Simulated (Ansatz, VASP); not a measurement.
# LiBe in VASP and in Ansatz

```
Li Be
1.0
     2.80804    0.02159    0.00696
     0.02159    2.80129    0.00898
     0.00696    0.00898    2.80327
Li Be
1 1
Cartesian
  0.0707 0.0930 0.0999
  1.3552 1.4029 1.5008
```

Alike in both runs: task single point; functional r2SCAN; k mesh 7 × 7 × 7; occupations fermi-dirac, width 0.1 eV; no spin polarisation.

|  | VASP | Ansatz |
| --- | --- | --- |
| version | VASP 6.6.1 | Ansatz 0.2.0 |
| potentials or method | VASP PAW PBE potentials, release 64 (Li_sv, Be), cutoff 520 eV | plane waves, PAW |
| valence electrons in the cell | 5 | 5 |

Ansatz gave:

| Property | Result |
| --- | --- |
| rms of the force components (eV/Å) | 0.454 |

Question: Estimate VASP's values.

Answer: rms of the force components (eV/Å): 0.471.

VASP's potentials were made for PBE, not for r2SCAN. Atom by atom the forces differ by 0.017 eV/Å (rms over components). Ansatz's warnings: stress scf threshold loose.

Noted on VASP's run: the cutoff is under 1.25 times that of the potentials, so the pressure is a little rough.
